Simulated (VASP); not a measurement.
Set up this calculation in VASP 6.6.1, as the native input.

| Quantity | Value |
| --- | --- |
| Task | single point |
| Functional | PBE |
| Potentials or basis | VASP PAW PBE potentials, release 64 (Li_sv) |
| Cutoff | 520 eV |
| k mesh | 20 × 20 × 20 |
| Occupations | gaussian, width 0.05 eV |
| Spin | no spin polarisation |
| Dipole correction | no |
| Further INCAR settings | ALGO = Fast; EDIFF = 1e-06; NBANDS = 8 |

The structure of Li lies in POSCAR:

```
Li
1.0
    0.0000000000      2.0066256831      2.0066256831
    2.0066256831      0.0000000000      2.0066256831
    2.0066256831      2.0066256831      0.0000000000
Li
1
Direct
    0.0000000000      0.0000000000      0.0000000000
```

This isn't the form of Li at room conditions, which is bcc.

These files were run (other wordings do the same):

INCAR

```
PREC = Accurate ; ENCUT = 520
EDIFF = 1E-6 ; ISMEAR = 0
SIGMA = 0.05 ; LREAL = F
LASPH = T ; NELM = 80
ALGO = Fast ; ISIF = 2
LWAVE = F ; LCHARG = F
GGA = PE ; NBANDS = 8
```

KPOINTS

```
regular mesh
0
Gamma
  20 20 20
```

Potentials or basis: VASP PAW PBE potentials, release 64 (Li_sv).

The run is started by

```sh
$ cat potpaw_PBE.64/Li_sv/POTCAR > POTCAR
$ mpirun -np 1 vasp_std > vasp.out
```

It gave:

```
Band gap on the k mesh : zero (an odd number of electrons rules out a gap without spin polarisation)
```

It took 54 s on 1 thread of Intel Xeon 8259CL, with other jobs on the host, peak memory 0.15 GiB.
